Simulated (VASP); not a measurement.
Set up this calculation in VASP 6.6.1, as the native input.

| Item | Value |
| --- | --- |
| Task | single point |
| Functional | r2SCAN |
| Potentials or basis | VASP PAW PBE potentials, release 64 (Nb_sv, Sn_d) |
| Cutoff | 520 eV |
| k mesh | 8 × 8 × 8 |
| Occupations | gaussian, width 0.1 eV |
| Spin | no spin polarisation |
| Dipole correction | no |
| Further INCAR settings | ALGO = Normal; EDIFF = 1e-06; NBANDS = 63 |

Crystal: Nb3Sn.

```
CELL_PARAMETERS angstrom
5.30411 0.00000 0.00000
0.00000 5.30411 0.00000
0.00000 0.00000 5.30411
ATOMIC_POSITIONS crystal
Nb 0.25000 0.00000 0.50000
Nb 0.50000 0.75000 0.00000
Nb 0.75000 0.00000 0.50000
Nb 0.50000 0.25000 0.00000
Nb 0.00000 0.50000 0.75000
Nb 0.00000 0.50000 0.25000
Sn 0.00000 0.00000 0.00000
Sn 0.50000 0.50000 0.50000
```

The input as run:

POSCAR

```
Nb3Sn
1.0
    5.3041096636      0.0000000000      0.0000000000
    0.0000000000      5.3041096636      0.0000000000
    0.0000000000      0.0000000000      5.3041096636
Nb Sn
6 2
Direct
    0.2500000000      0.0000000000      0.5000000000
    0.5000000000      0.7500000000      0.0000000000
    0.7500000000      0.0000000000      0.5000000000
    0.5000000000      0.2500000000      0.0000000000
    0.0000000000      0.5000000000      0.7500000000
    0.0000000000      0.5000000000      0.2500000000
    0.0000000000      0.0000000000      0.0000000000
    0.5000000000      0.5000000000      0.5000000000
```

INCAR.step1

```
SYSTEM = Nb3Sn
ALGO     = Normal         ! electronic algorithm
EDIFF    = 1E-4           ! SCF threshold, eV
ENCUT    = 520            ! plane-wave cutoff, eV
GGA      = PE             ! functional
ISMEAR   = 0              ! smearing method
LASPH    = .TRUE.         ! aspherical terms in the spheres
LCHARG   = .FALSE.        ! write CHGCAR
LREAL    = .FALSE.        ! projectors in reciprocal space
LWAVE    = .TRUE.         ! write WAVECAR
NBANDS   = 63             ! bands
NELM     = 100            ! most SCF steps
PREC     = Accurate       ! precision mode
SIGMA    = 0.1            ! smearing width, eV
```

INCAR.step2

```
SYSTEM = Nb3Sn
ALGO     = Normal         ! electronic algorithm
EDIFF    = 1E-6           ! SCF threshold, eV
ENCUT    = 520            ! plane-wave cutoff, eV
ISIF     = 2              ! what is computed and relaxed
ISMEAR   = 0              ! smearing method
ISTART   = 1            
LASPH    = .TRUE.         ! aspherical terms in the spheres
LCHARG   = .TRUE.         ! write CHGCAR
LELF     = .TRUE.         ! ELF
LMIXTAU  = .TRUE.       
LREAL    = .FALSE.        ! projectors in reciprocal space
LVHAR    = .TRUE.       
LWAVE    = .FALSE.        ! write WAVECAR
METAGGA  = R2SCAN         ! meta-GGA
NBANDS   = 63             ! bands
NELM     = 100            ! most SCF steps
PREC     = Accurate       ! precision mode
SIGMA    = 0.1            ! smearing width, eV
```

KPOINTS

```
k-points
0
G
  8 8 8
  0 0 0
```

Potentials or basis: VASP PAW PBE potentials, release 64 (Nb_sv, Sn_d).

Run with:

```sh
$ cat potpaw_PBE.64/Nb_sv/POTCAR potpaw_PBE.64/Sn_d/POTCAR > POTCAR
$ cp INCAR.step1 INCAR
$ mpirun -np 1 vasp_std > vasp.out
$ cp INCAR.step2 INCAR
$ mpirun -np 1 vasp_std > vasp.out
```

It gave:

| Quantity | Value |
| --- | --- |
| Pressure | -0.1 GPa |
| Band gap on the k mesh | zero (bands 53 and 54 overlap by 0.62 eV) |

Caveat: the PAW data sets were made with another functional, which shifts forces and pressure a little; spin-orbit coupling is left out, which moves the levels of the heavy elements.

Wall time 11 min on 1 thread of Intel(R) Xeon(R) Platinum 8488C (Sapphire Rapids), with other jobs on the host, peak memory 0.42 GiB.
